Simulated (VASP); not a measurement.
A run of VASP 6.6.1 is set up as follows.

INCAR

```
SYSTEM = RbBr
ALGO = Normal ; EDIFF = 1E-6
ENCUT = 520 ; GGA = PE
ISIF = 2 ; ISMEAR = -1
LASPH = .TRUE. ; LCHARG = .FALSE.
LREAL = .FALSE. ; LWAVE = .FALSE.
NBANDS = 15 ; NELM = 80
PREC = Accurate ; SIGMA = 0.069
```

File KPOINTS:

```
k-points
0
G
  4 4 4
  0 0 0
```

File POSCAR:

```
RbBr
1.0
    0.0000000000      3.8694968646      3.8694968646
    3.8694968646      0.0000000000      3.8694968646
    3.8694968646      3.8694968646      0.0000000000
Rb Br
1 1
Direct
    0.0027383405      0.0093575473     -0.0109210581
    0.2473565772      0.2455168032      0.2562194866
```

Potentials or basis: VASP PAW PBE potentials, release 64 (Rb_sv, Br).

The run is started by

```sh
$ cat potpaw_PBE.64/Rb_sv/POTCAR potpaw_PBE.64/Br/POTCAR > POTCAR
$ mpirun -np 1 vasp_std > vasp.out
```

**Question.** Estimate the band gap on the k mesh.

**Answer.** 4.07 eV (least direct gap 4.15 eV).

**Question.** What does it give for the largest force?

**Answer.** 0.116 eV/Å.

Stress tensor (GPa, compression positive):
```
 0.22  0.23 -0.15
 0.23  0.21 -0.06
-0.15 -0.06  0.20
```

Caveat: the atoms stand as in a frame of molecular dynamics. A k mesh can miss the band edges.
